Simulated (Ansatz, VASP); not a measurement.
**RuRh2: VASP beside Ansatz**

```
CELL_PARAMETERS angstrom
3.88658 0.00000 0.00000
-1.94329 3.36588 0.00000
0.00000 0.00000 2.73368
ATOMIC_POSITIONS crystal
Ru 0.00000 0.00000 0.00000
Rh 0.33333 0.66667 0.50000
Rh 0.66667 0.33333 0.50000
```

Alike in both runs: task relaxation of cell and atoms; functional PBE; k mesh 6 × 6 × 6; occupations gaussian, width 0.1 eV; no spin polarisation.

|  | VASP | Ansatz |
| --- | --- | --- |
| version | VASP 6.6.1 | Ansatz 0.2.0 |
| potentials or method | VASP PAW PBE potentials, release 64 (Ru_pv, Rh_pv), cutoff 600 eV | scalar-relativistic, plane waves, PAW |
| valence electrons in the cell | 44 | 50 |

|  | VASP | Ansatz | Ansatz less VASP |
| --- | --- | --- | --- |
| gap on the k mesh at the Fermi level, each at its own relaxed structure (eV) | none | none | - |
| relaxed volume (Å³/atom) | 14.28 | 14.29 | +0.013 |
| relaxed cell length with the largest relative difference (Å) | 4.304 | 4.306 | +0.0021 |

A gap of «none» marks a metal or a gap that the smearing closes. VASP's potentials hold 44 valence electrons a cell and Ansatz's 50, so a difference there can come from the potentials and not from the codes.

The k mesh is coarse, so the values compare programs but aren't converged. Noted on VASP's run: the volume moved by over 15 % at a fixed basis, so the end points are rough.
